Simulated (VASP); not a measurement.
# Pt (Cmcm) in VASP: notebook, part 2 of 2

VASP 6.6.1. Earlier steps stand in the parts before.

## Step 3: Single point, PBE (normal strain along x +0.0500, normal strain along y -0.1500)

INCAR reads:

```
SYSTEM = Pt
  PREC = Accurate
  ENCUT = 520
  EDIFF = 1E-6
  ISMEAR = 0
  SIGMA = 0.15
  LREAL = .False.
  LASPH = .True.
  NELM = 60
  ALGO = Fast
  ISIF = 2
  LWAVE = .False.
  LCHARG = .True.
  GGA = PE
  LELF = .True.
  LVHAR = .True.
  NBANDS = 17
```

KPOINTS reads:

```
regular mesh
0
Gamma
  18 18 10
  0 0 0
```

POSCAR reads:

```
Pt
1.0
    2.8964665954      0.0000000000      0.0000000000
   -1.4482332977      2.0306205761      0.0000000000
    0.0000000000      0.0000000000      4.7813829983
Pt
2
Direct
    0.6666666667      0.3333333333      0.7500000000
    0.3333333333      0.6666666667      0.2500000000
```

Potentials or basis: VASP PAW PBE potentials, release 64 (Pt).

Started as:

```sh
> cat potpaw_PBE.64/Pt/POTCAR > POTCAR
> mpirun -np 1 vasp_std > vasp.out
```

OUTCAR:

```text
SYSTEM = Pt
   PREC = Accurate
   ENCUT = 520
   EDIFF = 1E-6
   ISMEAR = 0
   LREAL = .False.
   LASPH = .True.
   NELM = 60
   ISIF = 2
   GGA = PE

 ion  position               nearest neighbor table
   1  0.667  0.333  0.750-   2 2.75   2 2.75   2 2.88   2 2.88   2 2.88   2 2.88
   2  0.333  0.667  0.250-   1 2.75   1 2.75   1 2.88   1 2.88   1 2.88   1 2.88

  Warning from LATTYP: Monoclinic adjustment (A1->A3, A2->A1, A3->A2)!
  LATTYP: Found a base centered orthorhombic cell.
 ALAT       =     2.8964665954
 B/A-ratio  =     1.4021363680
 C/A-ratio  =     1.6507640744

  Lattice vectors:

 A1 = (   1.4482332977,  -2.0306205761,   0.0000000000)
 A2 = (   1.4482332977,   2.0306205761,   0.0000000000)
 A3 = (   0.0000000000,   0.0000000000,   4.7813829983)

Analysis of symmetry for initial positions (statically):
=====================================================================
 Subroutine PRICEL returns:
 Original cell was already a primitive cell.

 Routine SETGRP: Setting up the symmetry group for a
 base centered orthorhombic supercell.

 Subroutine GETGRP returns: Found  8 space group operations
 (whereof  4 operations were pure point group operations)
 out of a pool of  8 trial point group operations.

The static configuration has the point symmetry C_2h.
 The point group associated with its full space group is D_2h.

Analysis of symmetry for dynamics (positions and initial velocities):
=====================================================================
 Subroutine PRICEL returns:
 Original cell was already a primitive cell.

 Routine SETGRP: Setting up the symmetry group for a
 base centered orthorhombic supercell.

 Subroutine GETGRP returns: Found  8 space group operations
 (whereof  4 operations were pure point group operations)
 out of a pool of  8 trial point group operations.

The dynamic configuration has the point symmetry C_2h.
 The point group associated with its full space group is D_2h.

 Subroutine INISYM returns: Found  8 space group operations
 (whereof  4 operations are pure point group operations),
 and found     1 'primitive' translations

[... 115 lines left out ...]
  volume/ion in A,a.u.               =      14.06        94.89
  Fermi-wavevector in a.u.,A,eV,Ry     =   1.461284  2.761426 29.053203  2.135350
  Thomas-Fermi vector in A             =   2.577634
   LORBIT       =      0    0 simple, 1 ext, 2 COOP (PROOUT), +10 PAW based schemes
   GGA     = PE    functional components
   LHFCALC =     F    Hartree Fock is set to
   AEXX    =    0.0000 exact exchange contribution
   IVDW    =     0    specifies the selected vdW correction
   LEPSILON=     F    determine dielectric tensor
   LRPA    =     F    only Hartree local field effects (RPA)
 non-spin polarized calculation
 RMM-DIIS sequential band-by-band and
 Gauss-broadening in eV      SIGMA  =   0.15
  energy-cutoff  :      520.00
  volume of cell :       28.12
 maximum number of plane-waves:       782
 NGX is ok and might be reduce to    24
   NGX = 11   NGY =  9   NGZ = 17

 number of electron      20.0000002 magnetization

 Free energy of the ion-electron system (eV)
  ---------------------------------------------------
  ext. energy  EPLUGINS =         0.00000000
  ---------------------------------------------------
  free energy    TOTEN  =       -11.02031104 eV

  energy without entropy =      -10.98887614  energy(sigma->0) =      -11.00459359

 E-fermi :  12.5105     XC(G=0): -13.8719

 val. band max:       12.5091531144   @ k =   0.1667   0.0556   0.0000
 cond. band min:      12.5210120834   @ k =  -0.3333   0.1111   0.5000
 fundamental gap:      0.0118589690
 Fermi energy:        12.5105108313

 k-point     1 :       0.0000    0.0000    0.0000
  band No.  band energies     occupation
      1       1.6539      2.00000
      2       4.1498      2.00000
      3       6.4338      2.00000
      4       6.8536      2.00000
      5       7.3126      2.00000
      6      10.6307      2.00000
[... 457 lines left out ...]
      4       7.2815      2.00000
      5       7.4505      2.00000
      6       8.9981      2.00000
[... 9 lines left out ...]
     16      29.2390      0.00000
     17      31.1499      0.00000

 [... further k-points ...]

------------------------ aborting loop because EDIFF is reached ----------------------------------------

  FORCE on cell =-STRESS in cart. coord.  units (eV):
  Direction    XX          YY          ZZ          XY          YZ          ZX
  --------------------------------------------------------------------------------------
  -------------------------------------------------------------------------------------
  Total        8.4830568     16.4500056      2.3468475      0.0000000     -0.0000000      0.0000000
  in kB      483.2947957    937.1859991    133.7040655      0.0000000     -0.0000000      0.0000000
  external PRESSURE =     518.0616201 kB  Pullay stress =       0.0000000 kB

 VOLUME and BASIS-vectors are now :
 -----------------------------------------------------------------------------
  energy-cutoff  :      520.00
  volume of cell :       28.12
      direct lattice vectors                 reciprocal lattice vectors
     2.896466595  0.000000000  0.000000000     0.345248242  0.246230146  0.000000000
    -1.448233298  2.030620576  0.000000000     0.000000000  0.492460291  0.000000000
     0.000000000  0.000000000  4.781382998     0.000000000  0.000000000  0.209144509

 POSITION                                       TOTAL-FORCE (eV/Angst)
 -----------------------------------------------------------------------------------
      1.44823      0.67687      3.58604         0.000000      0.208540     -0.000000
     -0.00000      1.35375      1.19535         0.000000     -0.208540      0.000000
 -----------------------------------------------------------------------------------
    total drift:                                0.000000     -0.000000      0.000000

  FREE ENERGIE OF THE ION-ELECTRON SYSTEM (eV)
  ---------------------------------------------------
  free  energy   TOTEN  =       -11.0203110391 eV

  energy  without entropy=      -10.9888761372  energy(sigma->0) =      -11.00459359
```

It took 3.5 min on 1 thread of Intel Xeon Platinum 8488C (Sapphire Rapids), shared host; peak memory 0.33 GiB.

What came out:

* Free energy: -11.0203 eV
* Pressure: 51.8 GPa
* Largest force: 0.209 eV/Å
* Band gap on the k mesh: zero (band 10 reaches 14.53 eV, above the bottom of band 11 at 11.54 eV)

Forces on the atoms (eV/Å):
```
Pt   0.000  0.209  0.000
Pt   0.000 -0.209  0.000
```

Stress tensor (GPa, compression positive):
```
48.33  0.00  0.00
 0.00 93.72  0.00
 0.00  0.00 13.37
```

Caveat: the cell differs from its parent crystal (normal strain along x +0.0500, normal strain along y -0.1500); spin-orbit coupling is left out, which moves the levels of the heavy elements.
